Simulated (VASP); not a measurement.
Input of a VASP 6.6.1 run:

The input INCAR:

```
PREC = Accurate
ENCUT = 600
EDIFF = 1E-6
ISMEAR = 0
SIGMA = 0.05
LREAL = F
LASPH = T
NELM = 120
ALGO = Normal
ISIF = 2
LWAVE = F
LCHARG = F
NBANDS = 15
GGA_COMPAT = F
```

The input KPOINTS:

```
regular mesh
0
Gamma
  8 8 8
```

The input POSCAR:

```
SrO
1.0
    0.0000000000      2.5698000000      2.5698000000
    2.5698000000      0.0000000000      2.5698000000
    2.5698000000      2.5698000000      0.0000000000
Sr O
1 1
Direct
    0.0291851506     -0.0291851506     -0.0291851506
    0.5000000000      0.5000000000      0.5000000000
```

Potentials or basis: VASP PAW LDA potentials, release 64 (Sr_sv, O).

Run with:

```sh
$ cat potpaw_LDA.64/Sr_sv/POTCAR potpaw_LDA.64/O/POTCAR > POTCAR
$ mpirun -np 1 vasp_std > vasp.out
```

Q: What does it give for the largest force?

A: 0.352 eV/Å.

Q: What does it give for the band gap on the k mesh?

A: 3.15 eV (least direct gap 3.20 eV).

Q: Estimate the pressure.

A: -3.0 GPa.

Stress tensor (GPa, compression positive):
```
-1.25  0.00  0.00
 0.00 -3.83  0.00
 0.00  0.00 -3.83
```

Caveat: the cell differs from its parent crystal (atom 1 (Sr) moved by (-0.150, +0.000) A along x and y). A k mesh can miss the band edges.
